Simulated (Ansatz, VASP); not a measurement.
## CdS: VASP beside Ansatz

```
Cd S
1.0
     4.16629    0.00000    0.00000
    -2.08315    3.60811    0.00000
     0.00000    0.00000    6.64404
Cd S
2 2
Direct
  0.33333 0.66667 0.99789
  0.66667 0.33333 0.49789
  0.33333 0.66667 0.37911
  0.66667 0.33333 0.87911
```

Alike in both runs: task single point; functional PBEsol; k mesh 6 × 6 × 4; no spin polarisation.

```csv
,VASP,Ansatz
version,VASP 6.6.1,Ansatz 0.2.0
potentials or method,"VASP PAW PBE potentials, release 64 (Cd, S), cutoff 520 eV","scalar-relativistic, plane waves, PAW"
occupations,"gaussian, width 0.01 eV",fixed
valence electrons in the cell,36,52
```

|  | VASP | Ansatz | Ansatz less VASP |
| --- | --- | --- | --- |
| gap on the k mesh at the Fermi level (eV) | 1.09 | 1.09 | -0.003 |
| least direct gap on the mesh (eV) | 1.09 | 1.09 | -0.003 |

VASP's potentials were made for PBE, not for PBEsol, and Ansatz warns of the same on its side. VASP's potentials hold 36 valence electrons a cell and Ansatz's 52, so a difference there can come from the potentials and not from the codes.
